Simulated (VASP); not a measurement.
# Fe (Cmce) in VASP: notebook, part 2 of 2

VASP 6.6.1.

## (3) Single point, r2SCAN, collinear spin, ferromagnetic start

This run uses another cell than the first one, of 12.27 Å³/atom, 0.993 times its volume.

Contents of POSCAR:

```
Fe
1.0
    1.4298565309     -4.5357986631      0.0000000000
    1.4298565309      4.5357986631      0.0000000000
    0.0000000000      0.0000000000      3.7841520275
Fe
4
Direct
    0.0980000000      0.9020000000      0.9100000000
    0.5980000000      0.4020000000      0.5900000000
    0.9020000000      0.0980000000      0.0900000000
    0.4020000000      0.5980000000      0.4100000000
```

Contents of INCAR.step1:

```
PREC = Accurate
ENCUT = 520
ISMEAR = 0
SIGMA = 0.1
LREAL = False
LASPH = True
NELM = 150
ISPIN = 2
MAGMOM = 4 4 4 4
LMAXMIX = 4
NBANDS = 28
GGA = PE
ALGO = Normal
EDIFF = 1E-4
LWAVE = True
LCHARG = False
```

Contents of INCAR.step2:

```
PREC = Accurate
ENCUT = 520
EDIFF = 1E-7
ISMEAR = 0
SIGMA = 0.1
LREAL = False
LASPH = True
NELM = 150
ALGO = Normal
ISIF = 2
LWAVE = False
LCHARG = True
ISPIN = 2
MAGMOM = 4 4 4 4
LORBIT = 11
LMAXMIX = 4
METAGGA = R2SCAN
LMIXTAU = True
LELF = True
LVHAR = True
NBANDS = 28
ISTART = 1
```

Contents of KPOINTS:

```
Automatic mesh
0
Gamma
  6 6 6
```

Potentials or basis: VASP PAW PBE potentials, release 64 (Fe).

Started as:

```
$ cat potpaw_PBE.64/Fe/POTCAR > POTCAR
$ cp INCAR.step1 INCAR
$ mpirun -np 1 vasp_std > vasp.out
$ cp INCAR.step2 INCAR
$ mpirun -np 1 vasp_std > vasp.out
```

OUTCAR:

```text
PREC = Accurate
   ENCUT = 520
   EDIFF = 1E-7
   ISMEAR = 0
   LREAL = False
   LASPH = True
   NELM = 150
   ISIF = 2
   ISPIN = 2
   LORBIT = 11
   METAGGA = R2SCAN
   ISTART = 1

 ion  position               nearest neighbor table
   1  0.098  0.902  0.910-   2 1.87   2 1.87   3 1.90   2 2.94   2 2.94   4 2.96   4 2.96   4 2.96
                             4 2.96
   2  0.598  0.402  0.590-   1 1.87   1 1.87   4 1.90   1 2.94   1 2.94   3 2.96   3 2.96   3 2.96
                             3 2.96
   3  0.902  0.098  0.090-   4 1.87   4 1.87   1 1.90   4 2.94   4 2.94   2 2.96   2 2.96   2 2.96
                             2 2.96
   4  0.402  0.598  0.410-   3 1.87   3 1.87   2 1.90   3 2.94   3 2.94   1 2.96   1 2.96   1 2.96
                             1 2.96

  LATTYP: Found a base centered orthorhombic cell.
 ALAT       =     2.8597130618
 B/A-ratio  =     3.1722054382
 C/A-ratio  =     1.3232628399

  Lattice vectors:

 A1 = (   1.4298565309,  -4.5357986631,   0.0000000000)
 A2 = (   1.4298565309,   4.5357986631,   0.0000000000)
 A3 = (   0.0000000000,   0.0000000000,   3.7841520275)

Analysis of symmetry for initial positions (statically):
=====================================================================
 Subroutine PRICEL returns:
 Original cell was already a primitive cell.

 Routine SETGRP: Setting up the symmetry group for a
 base centered orthorhombic supercell.

 Subroutine GETGRP returns: Found  8 space group operations
 (whereof  4 operations were pure point group operations)
 out of a pool of  8 trial point group operations.

The static configuration has the point symmetry C_2h.
 The point group associated with its full space group is D_2h.

Analysis of symmetry for dynamics (positions and initial velocities):
=====================================================================
 Subroutine PRICEL returns:
 Original cell was already a primitive cell.

 Routine SETGRP: Setting up the symmetry group for a
 base centered orthorhombic supercell.

 Subroutine GETGRP returns: Found  8 space group operations
 (whereof  4 operations were pure point group operations)
[... 166 lines left out ...]
  free energy    TOTEN  =       -48.11153389 eV

  energy without entropy =      -48.08951063  energy(sigma->0) =      -48.10052226

 E-fermi :   5.5249     XC(G=0): -13.3345

 val. band max:        5.5228088213   @ k =   0.3333   0.3333   0.5000
 cond. band min:       5.5311611080   @ k =   0.3333   0.3333   0.3333
 fundamental gap:      0.0083522867
 Fermi energy:         5.5249190729

 spin component 1

 k-point     1 :       0.0000    0.0000    0.0000
  band No.  band energies     occupation
      1      -2.9130      1.00000
      2      -0.6559      1.00000
      3      -0.0173      1.00000
      4       0.5642      1.00000
      5       0.7864      1.00000
      6       0.8239      1.00000
[... 733 lines left out ...]
     27      16.8402      0.00000
     28      17.9036      0.00000

 [... further k-points ...]

 spin component 2

 k-point     1 :       0.0000    0.0000    0.0000
  band No.  band energies     occupation
      1      -2.9127      1.00000
      2      -0.6605      1.00000
      3      -0.0194      1.00000
      4       0.5589      1.00000
      5       0.7840      1.00000
      6       0.8217      1.00000
[... 733 lines left out ...]
     27      16.8386      0.00000
     28      17.9019      0.00000

 [... further k-points ...]
[... 5 lines left out ...]
  --------------------------------------------------------------------------------------
  -------------------------------------------------------------------------------------
  Total       16.5437343      6.7104471     11.9488980      0.0000000      0.0000000      0.0000000
  in kB      540.0069211    219.0368747    390.0260663      0.0000000      0.0000000      0.0000000
  external PRESSURE =     383.0232874 kB  Pullay stress =       0.0000000 kB

 VOLUME and BASIS-vectors are now :
 -----------------------------------------------------------------------------
  energy-cutoff  :      520.00
  volume of cell :       49.08
      direct lattice vectors                 reciprocal lattice vectors
     1.429856531 -4.535798663  0.000000000     0.349685433 -0.110234170  0.000000000
     1.429856531  4.535798663  0.000000000     0.349685433  0.110234170  0.000000000
     0.000000000  0.000000000  3.784152027     0.000000000  0.000000000  0.264259996

 POSITION                                       TOTAL-FORCE (eV/Angst)
 -----------------------------------------------------------------------------------
      1.42986      3.64678      3.44358         0.000000     -4.196066      4.648589
      1.42986     -0.88902      2.23265         0.000000     -4.196066     -4.648589
      1.42986     -3.64678      0.34057         0.000000      4.196066     -4.648589
      1.42986      0.88902      1.55150         0.000000      4.196066      4.648589
 -----------------------------------------------------------------------------------
    total drift:                               -0.000000     -0.000000      0.000000

  FREE ENERGIE OF THE ION-ELECTRON SYSTEM (eV)
  ---------------------------------------------------
  free  energy   TOTEN  =       -48.1115338866 eV

  energy  without entropy=      -48.0895106326  energy(sigma->0) =      -48.10052226

 total charge

# of ion       s       p       d       tot
------------------------------------------
    1        0.619   0.583   6.718   7.920
    2        0.619   0.583   6.718   7.920
    3        0.619   0.583   6.718   7.920
    4        0.619   0.583   6.718   7.920
--------------------------------------------------
tot          2.474   2.333  26.872  31.679

 magnetization (x)

# of ion       s       p       d       tot
------------------------------------------
    1        0.000   0.000  -0.003  -0.003
    2        0.000   0.000  -0.003  -0.003
    3        0.000   0.000  -0.003  -0.003
    4        0.000   0.000  -0.003  -0.003
--------------------------------------------------
tot          0.000   0.000  -0.011  -0.011
```

OUTCAR.step1:

```text
PREC = Accurate
   ENCUT = 520
   ISMEAR = 0
   LREAL = False
   LASPH = True
[... 1747 lines left out ...]
      1.42986      3.64678      3.44358         0.000000     -4.542040      4.976810
      1.42986     -0.88902      2.23265         0.000000     -4.542040     -4.976810
      1.42986     -3.64678      0.34057         0.000000      4.542040     -4.976810
      1.42986      0.88902      1.55150         0.000000      4.542040      4.976810
 -----------------------------------------------------------------------------------
    total drift:                               -0.000000     -0.000000      0.000000

  FREE ENERGIE OF THE ION-ELECTRON SYSTEM (eV)
  ---------------------------------------------------
  free  energy   TOTEN  =       -25.7434783848 eV

  energy  without entropy=      -25.7230086124  energy(sigma->0) =      -25.73324350
```

OSZICAR.step1:

```text
N       E                     dE             d eps       ncg     rms          rms(c)
DAV:   1     0.250071857440E+03    0.25007E+03   -0.14280E+04  5840   0.152E+03
DAV:   2    -0.694882625985E+01   -0.25702E+03   -0.23824E+03  5824   0.304E+02
DAV:   3    -0.212031814593E+02   -0.14254E+02   -0.13434E+02  6192   0.103E+02
DAV:   4    -0.214059935487E+02   -0.20281E+00   -0.20253E+00  6468   0.130E+01
DAV:   5    -0.214083923493E+02   -0.23988E-02   -0.23987E-02  6340   0.125E+00    0.333E+01
DAV:   6    -0.246919622648E+02   -0.32836E+01   -0.57978E+00  6536   0.328E+01    0.923E+00
DAV:   7    -0.256081133219E+02   -0.91615E+00   -0.63497E-01  7076   0.970E+00    0.601E+00
DAV:   8    -0.257096486547E+02   -0.10154E+00   -0.11837E-01  6968   0.391E+00    0.176E+00
DAV:   9    -0.257437142080E+02   -0.34066E-01   -0.29885E-02  8100   0.211E+00    0.117E+00
DAV:  10    -0.257432986235E+02    0.41558E-03   -0.86463E-03  7548   0.125E+00    0.341E-01
DAV:  11    -0.257434776581E+02   -0.17903E-03   -0.14204E-03  6560   0.500E-01    0.147E-01
DAV:  12    -0.257434783848E+02   -0.72664E-06   -0.11521E-04  3504   0.147E-01
   1 F= -.25743478E+02 E0= -.25733243E+02  d E =-.204698E-01  mag=    -0.0099
```

It took 9.7 min on 1 thread of Intel Xeon Platinum 8259CL at 2.50GHz (Skylake/Cascade Lake), shared host; peak memory 0.29 GiB.

Results:

```yaml
Free_energy: -48.1115 eV
Pressure: 38.3 GPa
Largest_force: 6.262 eV/Å
Band_gap_on_the_k_mesh: zero (filled and empty bands overlap)
Net_moment: -0.01 μB per cell
Valence_electrons_inside_the_program's_atomic_spheres: Fe 7.92
```

Forces on the atoms (eV/Å):
```
Fe   0.000 -4.196  4.649
Fe   0.000 -4.196 -4.649
Fe   0.000  4.196 -4.649
Fe   0.000  4.196  4.649
```

Levels at points of the mesh, in eV from the Fermi level:
Spin up:
```
           k point  band 14  band 15  band 16  band 17  band 18  band 19
(0.00, 0.00, 0.00)    -1.06    -0.63    -0.62    -0.23     0.82     0.86
(0.50, 0.00, 0.00)    -1.52    -0.93    -0.93     0.47     0.47     0.94
(0.50, 0.50, 0.00)    -1.45    -1.18     0.08     0.71     0.81     1.04
(0.00, 0.00, 0.50)    -2.12     0.13     0.13     0.26     0.26     1.06
(0.50, 0.00, 0.50)    -1.53    -0.88    -0.88     0.33     0.33     0.84
(0.50, 0.50, 0.50)    -1.66    -0.03    -0.03     0.47     0.47     0.94
```
Spin down:
```tsv
k point	band 12	band 13	band 14	band 15	band 16	band 17	band 18	band 19	band 20	band 21
(0.00, 0.00, 0.00)	-1.63	-1.09	-1.06	-0.63	-0.63	-0.24	0.82	0.85	1.52	1.67
(0.50, 0.00, 0.00)	-2.14	-1.52	-1.52	-0.93	-0.93	0.47	0.47	0.94	0.94	1.14
(0.50, 0.50, 0.00)	-2.16	-1.58	-1.46	-1.18	0.07	0.70	0.80	1.04	1.57	1.62
(0.00, 0.00, 0.50)	-3.39	-2.12	-2.12	0.12	0.12	0.25	0.25	1.06	1.06	1.09
(0.50, 0.00, 0.50)	-2.20	-1.54	-1.54	-0.89	-0.89	0.32	0.32	0.84	0.84	1.64
(0.50, 0.50, 0.50)	-3.42	-1.67	-1.67	-0.03	-0.03	0.47	0.47	0.94	0.94	1.13
```

Caveat: the k points lie up to 0.38 Å⁻¹ apart; the starting moments collapsed, and a magnetic state may lie lower; the PAW data sets were made with another functional, which shifts forces and pressure a little.
